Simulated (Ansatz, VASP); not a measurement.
NaLi5: VASP beside Ansatz

File INCAR:

```
SYSTEM = NaLi5
PREC = Accurate
ENCUT = 600
EDIFF = 1E-6
ISMEAR = 0
SIGMA = 0.1
LREAL = .False.
LASPH = .True.
NELM = 80
ALGO = Fast
ISIF = 3
LWAVE = .False.
LCHARG = .False.
GGA = PE
IBRION = 2
NSW = 100
EDIFFG = -0.01
```

File KPOINTS:

```
Automatic mesh
0
Gamma
  8 8 8
  0 0 0
```

POSCAR

```
NaLi5
1.0
    5.0325938279      0.0000000000      0.0000000000
    0.0000000000      5.4232443756      2.5231587708
    0.0000000000     -5.4232443756      2.5231587708
Na Li
1 5
Direct
    0.0000000000      0.0799526696      0.0799526696
    0.0000000000      0.4067758068      0.7521599302
    0.0000000000      0.7521599302      0.4067758068
    0.5000000000      0.5858302297      0.5858302297
    0.5000000000      0.2666488492      0.9084790469
    0.5000000000      0.9084790469      0.2666488492
```

Input for Ansatz:

```yaml
crystal:
  lattice:
    - [5.0325938279, 0.0, 0.0]
    - [0.0, 5.4232443756, 2.5231587708]
    - [0.0, -5.4232443756, 2.5231587708]
  atoms:
    - { symbol: Na, position: [0.0, 0.0799526696, 0.0799526696] }
    - { symbol: Li, position: [0.0, 0.4067758068, 0.7521599302] }
    - { symbol: Li, position: [0.0, 0.7521599302, 0.4067758068] }
    - { symbol: Li, position: [0.5, 0.5858302297, 0.5858302297] }
    - { symbol: Li, position: [0.5, 0.2666488492, 0.9084790469] }
    - { symbol: Li, position: [0.5, 0.9084790469, 0.2666488492] }
basis:
  ecutwfc: 420
kpoints:
  mp_grid: { grid: [8, 8, 8] }
hamiltonian:
  xc: pbe
scf:
  occupations: { method: gaussian, width: 0.1 }
output:
  forces: true
  stress: true
  eigenvalues: true
relax:
  adjacent_minimum: "off"
  f_tol: 0.01
  max_steps: 80
  cell: { stress_tol: 0.05 }
```

Change from the starting cell: the structure that the rattled cell fell into.

Alike in both runs: task relaxation of cell and atoms; functional PBE; k mesh 8 × 8 × 8; occupations gaussian, width 0.1 eV; no spin polarisation.

|  | VASP | Ansatz |
| --- | --- | --- |
| version | VASP 6.6.1 | Ansatz 0.2.0 |
| potentials or method | VASP PAW PBE potentials, release 64 (Na_pv, Li_sv), cutoff 600 eV | scalar-relativistic, plane waves, PAW |
| valence electrons in the cell | 22 | 24 |

Ansatz gave:

```
gap on the k mesh at the Fermi level, each at its own relaxed structure (eV)  : none
relaxed volume (Å³/atom)                                                      : 22.96
relaxed length of the cell vector where the two differ most in proportion (Å) : 6.378
```

Task: Which values does VASP return?

Result: gap on the k mesh at the Fermi level, each at its own relaxed structure (eV): none; relaxed volume (Å³/atom): 22.87; relaxed length of the cell vector where the two differ most in proportion (Å): 5.984.

A gap of «none» marks a metal or a gap that the smearing closes. One of these differences is far larger than is usual between the two programs; its cause wasn't traced. VASP's potentials hold 22 valence electrons a cell and Ansatz's 24, so a difference there can come from the potentials and not from the codes.

Noted on VASP's run: the cutoff is under 1.25 times that of the potentials, so the pressure is a little rough.
